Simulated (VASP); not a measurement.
Set up this calculation in VASP 6.6.1, as the native input.

```yaml
Task: single point
Functional: PBE
Potentials_or_basis: VASP PAW PBE potentials, release 64 (Si)
Cutoff: 520 eV
k_mesh: 10 × 10 × 6
Occupations: gaussian, width 0.03 eV
Spin: no spin polarisation
Dipole_correction: no
Further_INCAR_settings: ALGO = Normal; EDIFF = 1e-06; NBANDS = 26
```

The structure of Si lies in POSCAR:

```
Si
1.0
    6.8787226371     -1.9109151862     -0.0337271026
    6.8787226371      1.9109151862     -0.0337271026
   -0.7735169406      0.0000000000      6.4667988959
Si
8
Direct
    0.0556621665      0.0556621665      0.8741221558
    0.9443378335      0.9443378335      0.1258778442
    0.5592302857      0.5592302857      0.6536328742
    0.4407697143      0.4407697143      0.3463671258
    0.2128935591      0.2128935591      0.0570686657
    0.7871064409      0.7871064409      0.9429313343
    0.7270257696      0.7270257696      0.5855965457
    0.2729742304      0.2729742304      0.4144034543
```

These files were run (other wordings do the same):

INCAR

```
PREC = Accurate ; ENCUT = 520
EDIFF = 1E-6 ; ISMEAR = 0
SIGMA = 0.03 ; LREAL = F
LASPH = T ; NELM = 60
ALGO = Normal ; ISIF = 2
LWAVE = F ; LCHARG = F
GGA = PE ; NBANDS = 26
```

KPOINTS

```
regular mesh
0
Gamma
  10 10 6
```

Potentials or basis: VASP PAW PBE potentials, release 64 (Si).

Command:

```bash
$ cat potpaw_PBE.64/Si/POTCAR > POTCAR
$ mpirun -np 1 vasp_std > vasp.out
```

It gave:

```json
{"Pressure": "-0.1 GPa", "Largest force": "0.319 eV/Å", "Band gap on the k mesh": "0.41 eV (least direct gap 0.72 eV)"}
```

Wall time 18 min on 1 thread of Intel Xeon 8259CL, on a shared host, peak memory 0.67 GiB.
